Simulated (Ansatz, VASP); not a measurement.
**Co in VASP and in Ansatz**

File POSCAR:

```
Co
1.0
    2.4706706468      0.0000000000      0.0000000000
   -1.2353353234      2.1396635445      0.0000000000
    0.0000000000      0.0000000000      4.0360182824
Co
2
Direct
    0.3333333333      0.6666666667      0.7401390000
    0.6666666667      0.3333333333      0.2598610000
```

The input INCAR.step1:

```
SYSTEM = Co
PREC     = Accurate       ! precision mode
ENCUT    = 520            ! plane-wave cutoff, eV
ISMEAR   = -1             ! smearing method
SIGMA    = 0.05           ! smearing width, eV
LREAL    = .FALSE.        ! projectors in reciprocal space
LASPH    = .TRUE.         ! aspherical terms in the spheres
NELM     = 150            ! most SCF steps
ISPIN    = 2              ! spin polarisation
MAGMOM   = 2 2            ! initial moments
LMAXMIX  = 4              ! l up to which the mixer works
NBANDS   = 20             ! bands
GGA      = PE             ! functional
ALGO     = Normal         ! electronic algorithm
EDIFF    = 1E-4           ! SCF threshold, eV
LWAVE    = .TRUE.         ! write WAVECAR
LCHARG   = .FALSE.        ! write CHGCAR
```

File INCAR.step2:

```
SYSTEM = Co
PREC     = Accurate       ! precision mode
ENCUT    = 520            ! plane-wave cutoff, eV
EDIFF    = 1E-7           ! SCF threshold, eV
ISMEAR   = -1             ! smearing method
SIGMA    = 0.05           ! smearing width, eV
LREAL    = .FALSE.        ! projectors in reciprocal space
LASPH    = .TRUE.         ! aspherical terms in the spheres
NELM     = 150            ! most SCF steps
ALGO     = Normal         ! electronic algorithm
ISIF     = 2              ! what is computed and relaxed
LWAVE    = .FALSE.        ! write WAVECAR
LCHARG   = .FALSE.        ! write CHGCAR
ISPIN    = 2              ! spin polarisation
MAGMOM   = 2 2            ! initial moments
LORBIT   = 11             ! projections on sites
LMAXMIX  = 4              ! l up to which the mixer works
METAGGA  = R2SCAN         ! meta-GGA
LMIXTAU  = .TRUE.       
NBANDS   = 20             ! bands
ISTART   = 1
```

KPOINTS

```
Automatic mesh
0
G
  12 12 7
  0 0 0
```

input.yaml

```yaml
crystal:
  lattice:
    - [2.4706706468, 0.0, 0.0]
    - [-1.2353353234, 2.1396635445, 0.0]
    - [0.0, 0.0, 4.0360182824]
  atoms:
    - { symbol: Co, position: [0.3333333333, 0.6666666667, 0.740139], spin: 2.0 }
    - { symbol: Co, position: [0.6666666667, 0.3333333333, 0.259861], spin: 2.0 }
hamiltonian:
  xc: r2scan
  pseudopotentials: { kind: paw }
magnetization:
  spin_polarized: true
kpoints:
  mp_grid: { grid: [12, 12, 7] }
scf:
  occupations: { method: fermi_dirac, width: 0.05 }
output:
  forces: true
  stress: true
  eigenvalues: true
```

Alike in both runs: task single point; functional r2SCAN; k mesh 12 × 12 × 7; occupations fermi-dirac, width 0.05 eV; collinear spin.

```csv
,VASP,Ansatz
version,VASP 6.6.1,Ansatz 0.2.0
potentials or method,"VASP PAW PBE potentials, release 64 (Co)",Ansatz PAW
plane-wave cutoff (eV),520,500
valence electrons in the cell,18,34
```

```tsv
	VASP	Ansatz	Ansatz less VASP
gap on the k mesh at the Fermi level (eV)	none	none	-
pressure (GPa)	1.0	1.1	+0.08
traceless stress, the component that is largest in VASP (GPa)	0.54	0.64	+0.104
rms of the force components (eV/Å)	0.147	0.149	+0.0020
net moment per atom (μB)	1.78	1.79	+0.007
size of the moment on the site where the two differ most (μB)	1.84	1.93	+0.087
```

VASP's potentials were made for PBE, not for r2SCAN. Site moments also hang on the region over which each program counts them. Atom by atom the forces differ by 0.002 eV/Å (rms over components). A gap of «none» marks a metal or a gap that the smearing closes. The functional is the same, so the differences come from potentials, cutoffs and numerics. VASP's potentials hold 18 valence electrons a cell and Ansatz's 34, so a difference there can come from the potentials and not from the codes.

Noted on Ansatz's run: the magnetic or orbital state may not be the lowest.
